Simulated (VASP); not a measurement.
# NaH (I4/mmm) in VASP: a series of runs, part 2 of 2

VASP 6.6.1. The steps go on from the part before.

## (3) Single point, r2SCAN (15.43 Å³/atom)

Input file POSCAR:

```
NaH
1.0
    0.0000000000      2.4236773474      2.6260544059
    2.4236773474      0.0000000000      2.6260544059
    2.4236773474      2.4236773474      0.0000000000
Na H
1 1
Direct
    0.0000000000      0.0000000000      0.0000000000
    0.5000000000      0.5000000000      0.5000000000
```

Input file INCAR.step1:

```
SYSTEM = NaH
PREC = Accurate ; ENCUT = 520
ISMEAR = -1 ; SIGMA = 0.2
LREAL = .FALSE. ; LASPH = .TRUE.
NELM = 80 ; NBANDS = 11
GGA = PE ; ALGO = Normal
EDIFF = 1E-4 ; LWAVE = .TRUE.
LCHARG = .FALSE.
```

Input file INCAR.step2:

```
SYSTEM = NaH
PREC = Accurate ; ENCUT = 520
EDIFF = 1E-7 ; ISMEAR = -1
SIGMA = 0.2 ; LREAL = .FALSE.
LASPH = .TRUE. ; NELM = 80
ALGO = Normal ; ISIF = 2
LWAVE = .FALSE. ; LCHARG = .TRUE.
METAGGA = R2SCAN ; LMIXTAU = .TRUE.
LELF = .TRUE. ; LVHAR = .TRUE.
NBANDS = 11 ; ISTART = 1
```

Input file KPOINTS:

```
Automatic mesh
0
G
  10 10 10
  0 0 0
```

Potentials or basis: VASP PAW PBE potentials, release 64 (Na_pv, H).

Command:

```
cat potpaw_PBE.64/Na_pv/POTCAR potpaw_PBE.64/H/POTCAR > POTCAR
cp INCAR.step1 INCAR
mpirun -np 1 vasp_std > vasp.out
cp INCAR.step2 INCAR
mpirun -np 1 vasp_std > vasp.out
```

OUTCAR:

```text
SYSTEM = NaH
   PREC = Accurate
   ENCUT = 520
   EDIFF = 1E-7
   ISMEAR = -1
   LREAL = .FALSE.
   LASPH = .TRUE.
   NELM = 80
   ISIF = 2
   METAGGA = R2SCAN
   ISTART = 1

 ion  position               nearest neighbor table
   1  0.000  0.000  0.000-
   2  0.500  0.500  0.500-

  LATTYP: Found a body centered tetragonal cell.
 ALAT       =     3.4275973755
 C/A-ratio  =     1.5323003948

  Lattice vectors:

 A1 = (  -2.4236773474,   0.0000000000,   2.6260544059)
 A2 = (   2.4236773474,   0.0000000000,   2.6260544059)
 A3 = (   0.0000000000,   2.4236773474,  -2.6260544059)

Analysis of symmetry for initial positions (statically):
=====================================================================
 Subroutine PRICEL returns:
 Original cell was already a primitive cell.

 Routine SETGRP: Setting up the symmetry group for a
 body centered tetragonal supercell.

 Subroutine GETGRP returns: Found 16 space group operations
 (whereof 16 operations were pure point group operations)
 out of a pool of 16 trial point group operations.

The static configuration has the point symmetry D_4h.

Analysis of symmetry for dynamics (positions and initial velocities):
=====================================================================
 Subroutine PRICEL returns:
 Original cell was already a primitive cell.

 Routine SETGRP: Setting up the symmetry group for a
 body centered tetragonal supercell.

 Subroutine GETGRP returns: Found 16 space group operations
 (whereof 16 operations were pure point group operations)
 out of a pool of 16 trial point group operations.

The dynamic configuration has the point symmetry D_4h.

 Subroutine INISYM returns: Found 16 space group operations
 (whereof 16 operations are pure point group operations),
 and found     1 'primitive' translations

----------------------------------------------------------------------------------------

                                     Primitive cell

  volume of cell :      30.8520

  direct lattice vectors                    reciprocal lattice vectors
     0.000000000  2.423677347  2.626054406    -0.206298087  0.206298087  0.190399711
     2.423677347  0.000000000  2.626054406     0.206298087 -0.206298087  0.190399711
     2.423677347  2.423677347  0.000000000     0.206298087  0.206298087 -0.190399711

  length of vectors
     3.573565954  3.573565954  3.427597376     0.348381761  0.348381761  0.348381761

  position of ions in fractional coordinates (direct lattice)
     0.000000000  0.000000000  0.000000000
     0.500000000  0.500000000  0.500000000

  ion indices of the primitive-cell ions
   primitive index   ion index
                 1           1
                 2           2

----------------------------------------------------------------------------------------

 KPOINTS: Automatic mesh

Automatic generation of k-mesh.
 Grid dimensions read from file:
 generate k-points for:   10   10   10

 Generating k-lattice:

  Cartesian coordinates                     Fractional coordinates (reciprocal lattice)
    -0.020629809  0.020629809  0.019039971     0.100000000  0.000000000  0.000000000
     0.020629809 -0.020629809  0.019039971     0.000000000  0.100000000  0.000000000
     0.020629809  0.020629809 -0.019039971    -0.000000000 -0.000000000  0.100000000

  Length of vectors
     0.034838176  0.034838176  0.034838176

  Shift w.r.t. Gamma in fractional coordinates (k-lattice)
     0.000000000  0.000000000  0.000000000

 Subroutine IBZKPT returns following result:
 ===========================================

 Found    102 irreducible k-points:

 Following reciprocal coordinates:
            Coordinates               Weight
  0.000000  0.000000  0.000000      1.000000
  0.100000  0.000000  0.000000      8.000000
  0.200000  0.000000  0.000000      8.000000
  0.300000  0.000000  0.000000      8.000000
  0.400000  0.000000  0.000000      8.000000
  0.500000 -0.000000  0.000000      4.000000
[... 16 lines left out ...]
  0.300000  0.300000  0.000000      2.000000
  0.400000  0.300000  0.000000      8.000000
 [... further k-points ...]
   k-points           NKPTS =    102   k-points in BZ     NKDIM =    102   number of bands    NBANDS=     11
   number of dos      NEDOS =    301   number of ions     NIONS =      2
   total plane-waves  NPLWV =  21952
   dimension x,y,z NGX =    28 NGY =   28 NGZ =   28
   dimension x,y,z NGXF=    56 NGYF=   56 NGZF=   56
   ions per type =               1   1
   NGX,Y,Z   is equivalent  to a cutoff of  13.03, 13.03, 13.58 a.u.
   NGXF,Y,Z  is equivalent  to a cutoff of  26.05, 26.05, 27.16 a.u.
 SYSTEM =  NaH
   PREC   = accura    normal or accurate (medium, high low for compatibility)
   ISTART =      1    job   : 0-new  1-cont  2-samecut
   ICHARG =      0    charge: 1-file 2-atom 10-const
   ISPIN  =      1    spin polarized calculation?
   LNONCOLLINEAR =      F non collinear calculations
   LSORBIT =      F    spin-orbit coupling
   LASPH  =      T    aspherical Exc in radial PAW
   ENCUT  =  520.0 eV  38.22 Ry    6.18 a.u.   6.64  6.64  6.37*2*pi/ulx,y,z
   NELM   =     80;   NELMIN=  2; NELMDL=  0     # of ELM steps
   EDIFF  = 0.1E-06   stopping-criterion for ELM
   LREAL  =      F    real-space projection
   EDIFFG = 0.1E-05   stopping-criterion for IOM
   NSW    =      0    number of steps for IOM
   IBRION =     -1    ionic relax: 0-MD 1-quasi-New 2-CG
   NFREE  =      0    steps in history (QN), initial steepest desc. (CG)
   ISIF   =      2    stress and relaxation
   ISYM   =      2    0-nonsym 1-usesym 2-fastsym
   POTIM  = 0.5000    time-step for ionic-motion
   TEBEG  =    0.0;   TEEND  =   0.0 temperature during run
   PSTRESS=    0.0 pullay stress
   NELECT =       8.0000    total number of electrons
   NUPDOWN=      -1.0000    fix difference up-down
   EMIN   =  10.00;   EMAX   =-10.00  energy-range for DOS
   EFERMI =   0.00;   METHOD = LEGACY
   ISMEAR =    -1;   SIGMA  =   0.20  broadening in eV -4-tet -1-fermi 0-gaus
   EFERMI_NEDOS =   21; number of points for ismear=-14 and -15
   IALGO  =     38    algorithm
   IMIX   =      4    mixing-type and parameters
     AMIX     =   0.40;   BMIX     =  1.00
     AMIX_MAG =   1.60;   BMIX_MAG =  1.00
  volume/ion in A,a.u.               =      15.43       104.10
  Fermi-wavevector in a.u.,A,eV,Ry     =   1.043944  1.972767 14.827878  1.089818
  Thomas-Fermi vector in A             =   2.178675
   LORBIT       =      0    0 simple, 1 ext, 2 COOP (PROOUT), +10 PAW based schemes
   METAGGA = R2SCAN    functional components
   LHFCALC =     F    Hartree Fock is set to
   AEXX    =    0.0000 exact exchange contribution
   IVDW    =     0    specifies the selected vdW correction
   LEPSILON=     F    determine dielectric tensor
   LRPA    =     F    only Hartree local field effects (RPA)
 non-spin polarized calculation
  energy-cutoff  :      520.00
  volume of cell :       30.85
 maximum number of plane-waves:       847
   NGX = 13   NGY = 13   NGZ = 13

 number of electron       8.0000005 magnetization

 Free energy of the ion-electron system (eV)
  ---------------------------------------------------
  ext. energy  EPLUGINS =         0.00000000
  ---------------------------------------------------
  free energy    TOTEN  =        -7.56572253 eV

  energy without entropy =       -7.56570910  energy(sigma->0) =       -7.56571581

 E-fermi :   0.5976     XC(G=0):  -7.8076

 val. band max:       -1.6484395798   @ k =  -0.3000   0.2000   0.5000
 cond. band min:       2.5231308029   @ k =   0.5000  -0.0000   0.0000
 fundamental gap:      4.1715703827
 Fermi energy:         0.5976315872

 k-point     1 :       0.0000    0.0000    0.0000
  band No.  band energies     occupation
      1     -24.7896      2.00000
      2     -24.7618      2.00000
      3     -24.7615      2.00000
      4      -5.0169      2.00000
      5       8.8323      0.00000
      6      13.7699      0.00000
      7      14.1736      0.00000
      8      14.1737      0.00000
      9      14.6004      0.00000
     10      14.7712      0.00000
     11      14.7712      0.00000
[... 309 lines left out ...]
 k-point    24 :       0.4000    0.3000    0.0000
  band No.  band energies     occupation
      1     -24.8325      2.00000
      2     -24.7783      2.00000
      3     -24.7744      2.00000
      4      -2.9169      2.00000
      5       4.0178      0.00000
      6       8.1715      0.00000
      7      10.2901      0.00000
      8      10.8349      0.00000
      9      12.8519      0.00000
     10      18.9870      0.00000
     11      21.4522      0.00000

 [... further k-points ...]

------------------------ aborting loop because EDIFF is reached ----------------------------------------

  FORCE on cell =-STRESS in cart. coord.  units (eV):
  Direction    XX          YY          ZZ          XY          YZ          ZX
  --------------------------------------------------------------------------------------
  -------------------------------------------------------------------------------------
  Total       -0.3293298     -0.3293298     -0.6222818      0.0000000      0.0000000      0.0000000
  in kB      -17.1024509    -17.1024509    -32.3157606      0.0000000      0.0000000      0.0000000
  external PRESSURE =     -22.1735542 kB  Pullay stress =       0.0000000 kB

 VOLUME and BASIS-vectors are now :
 -----------------------------------------------------------------------------
  energy-cutoff  :      520.00
  volume of cell :       30.85
      direct lattice vectors                 reciprocal lattice vectors
     0.000000000  2.423677347  2.626054406    -0.206298087  0.206298087  0.190399711
     2.423677347  0.000000000  2.626054406     0.206298087 -0.206298087  0.190399711
     2.423677347  2.423677347  0.000000000     0.206298087  0.206298087 -0.190399711

 POSITION                                       TOTAL-FORCE (eV/Angst)
 -----------------------------------------------------------------------------------
      0.00000      0.00000      0.00000        -0.000000      0.000000     -0.000000
      2.42368      2.42368      2.62605         0.000000     -0.000000      0.000000
 -----------------------------------------------------------------------------------
    total drift:                               -0.000000      0.000000      0.000000

  FREE ENERGIE OF THE ION-ELECTRON SYSTEM (eV)
  ---------------------------------------------------
  free  energy   TOTEN  =        -7.5657225256 eV

  energy  without entropy=       -7.5657090998  energy(sigma->0) =       -7.56571581
```

It took 1.7 min on 1 thread of AMD EPYC 9R45 (Zen 5), shared host; peak memory 0.14 GiB.

Results:

```
Free energy            : -7.5657 eV
Pressure               : -2.2 GPa
Band gap on the k mesh : 4.17 eV (least direct gap 4.84 eV)
```

Stress tensor (GPa, compression positive):
```
-1.71  0.00  0.00
 0.00 -1.71  0.00
 0.00  0.00 -3.23
```

Caveat: the PAW data sets were made with another functional, which shifts forces and pressure a little. A k mesh can miss the band edges.

## (4) Single point, r2SCAN (15.43 Å³/atom)

Input file POSCAR:

```
NaH
1.0
    0.0000000000      2.5228330520      2.4236857130
    2.5228330520      0.0000000000      2.4236857130
    2.5228330520      2.5228330520      0.0000000000
Na H
1 1
Direct
    0.0000000000      0.0000000000      0.0000000000
    0.5000000000      0.5000000000      0.5000000000
```

Input file INCAR.step1:

```
ALGO = Normal
EDIFF = 1E-4
ENCUT = 520
GGA = PE
ISMEAR = -1
LASPH = T
LCHARG = F
LREAL = F
LWAVE = T
NBANDS = 11
NELM = 80
PREC = Accurate
SIGMA = 0.2
```

Input file INCAR.step2:

```
ALGO = Normal
EDIFF = 1E-6
ENCUT = 520
ISIF = 2
ISMEAR = -1
ISTART = 1
LASPH = T
LCHARG = F
LMIXTAU = T
LREAL = F
LWAVE = F
METAGGA = R2SCAN
NBANDS = 11
NELM = 80
PREC = Accurate
SIGMA = 0.2
```

Input file KPOINTS:

```
k-points
0
Gamma
  10 10 10
```

Command:

```
cat potpaw_PBE.64/Na_pv/POTCAR potpaw_PBE.64/H/POTCAR > POTCAR
cp INCAR.step1 INCAR
mpirun -np 1 vasp_std > vasp.out
cp INCAR.step2 INCAR
mpirun -np 1 vasp_std > vasp.out
```

Wall time 86 s (1 thread of AMD EPYC 9R45 (Zen 5), shared host); peak memory 0.14 GiB.

It converged, with:

- Free energy: -7.5719 eV
- Pressure: -2.3 GPa
- Band gap on the k mesh: 4.19 eV (least direct gap 5.01 eV)

Stress tensor (GPa, compression positive):
```
-2.63  0.00  0.00
 0.00 -2.63  0.00
 0.00  0.00 -1.78
```

Levels at points of the mesh, in eV from the valence-band top:
| k point | band 2 | band 3 | band 4 | band 5 | band 6 | band 7 |
| --- | --- | --- | --- | --- | --- | --- |
| (0.00, 0.00, 0.00) | -23.10 | -23.09 | -3.34 | 10.59 | 15.61 | 15.61 |
| (0.50, 0.00, 0.00) | -23.11 | -23.10 | -0.82 | 4.19 | 11.01 | 13.05 |
| (0.50, 0.50, 0.00) | -23.13 | -23.13 | -0.06 | 5.29 | 10.09 | 10.48 |
| (0.50, 0.00, 0.50) | -23.12 | -23.11 | -0.24 | 4.82 | 10.48 | 10.95 |

Caveat: the PAW data sets were made with another functional, which shifts forces and pressure a little.

## (5) Single point, r2SCAN (15.43 Å³/atom)

Input file POSCAR:

```
NaH
1.0
    0.0000000000      2.5397772327      2.3914542423
    2.5397772327      0.0000000000      2.3914542423
    2.5397772327      2.5397772327      0.0000000000
Na H
1 1
Direct
    0.0000000000      0.0000000000      0.0000000000
    0.5000000000      0.5000000000      0.5000000000
```

Input file INCAR.step1:

```
SYSTEM = NaH
PREC = Accurate
ENCUT = 520
ISMEAR = -1
SIGMA = 0.2
LREAL = .FALSE.
LASPH = .TRUE.
NELM = 60
NBANDS = 11
GGA = PE
ALGO = Normal
EDIFF = 1E-4
LWAVE = .TRUE.
LCHARG = .FALSE.
```

Input file INCAR.step2:

```
SYSTEM = NaH
PREC = Accurate
ENCUT = 520
EDIFF = 1E-6
ISMEAR = -1
SIGMA = 0.2
LREAL = .FALSE.
LASPH = .TRUE.
NELM = 60
ALGO = Normal
ISIF = 2
LWAVE = .FALSE.
LCHARG = .FALSE.
METAGGA = R2SCAN
LMIXTAU = .TRUE.
NBANDS = 11
ISTART = 1
```

Input file KPOINTS:

```
Automatic mesh
0
G
  10 10 10
  0 0 0
```

Command:

```
cat potpaw_PBE.64/Na_pv/POTCAR potpaw_PBE.64/H/POTCAR > POTCAR
cp INCAR.step1 INCAR
mpirun -np 1 vasp_std > vasp.out
cp INCAR.step2 INCAR
mpirun -np 1 vasp_std > vasp.out
```

It took 86 s on 1 thread of AMD EPYC 9R45 (Zen 5), shared host; peak memory 0.14 GiB.

The run converged. Its results:

```
Free energy            : -7.5691 eV
Pressure               : -2.3 GPa
Band gap on the k mesh : 4.18 eV (least direct gap 5.01 eV)
```

Stress tensor (GPa, compression positive):
```
-2.73  0.00  0.00
 0.00 -2.73  0.00
 0.00  0.00 -1.33
```

Levels at points of the mesh, in eV from the valence-band top:
| k point | band 1 | band 2 | band 3 | band 4 | band 5 | band 6 | band 7 | band 8 | band 9 |
| --- | --- | --- | --- | --- | --- | --- | --- | --- | --- |
| (0.00, 0.00, 0.00) | -23.12 | -23.12 | -23.10 | -3.35 | 10.55 | 15.58 | 15.58 | 15.87 | 16.34 |
| (0.50, 0.00, 0.00) | -23.18 | -23.13 | -23.11 | -0.83 | 4.18 | 10.97 | 12.90 | 13.72 | 16.07 |
| (0.50, 0.50, 0.00) | -23.16 | -23.14 | -23.14 | -0.02 | 5.44 | 9.94 | 10.30 | 10.30 | 11.95 |
| (0.50, 0.00, 0.50) | -23.18 | -23.13 | -23.12 | -0.29 | 4.73 | 10.54 | 11.02 | 11.09 | 12.16 |

Caveat: the PAW data sets were made with another functional, which shifts forces and pressure a little. A k mesh can miss the band edges.

## (6) Summary

```tsv
cell	gap on the mesh (eV)	pressure (GPa)
a = 3.479, b = 3.479, c = 3.616 Å, angles 58.7, 58.7, 62.6°, 2 atoms	4.15	-2.2
a = 3.574, b = 3.574, c = 3.428 Å, angles 61.3, 61.3, 57.3°, 2 atoms	4.17	-2.2
a = 3.498, b = 3.498, c = 3.568 Å, angles 59.3, 59.3, 61.3°, 2 atoms	4.19	-2.3
a = 3.488, b = 3.488, c = 3.592 Å, angles 59.0, 59.0, 62.0°, 2 atoms	4.18	-2.3
```

Alike in all rows: task single point; level r2SCAN; potentials or basis VASP PAW PBE potentials, release 64 (Na_pv, H); no spin polarisation; k mesh 10 × 10 × 10; cutoff (eV) 520; smearing fermi-dirac 0.2 eV.

Caveats: the PAW data sets were made with another functional, which shifts forces and pressure a little.

Absolute energies hang on the potentials; compare differences alone.
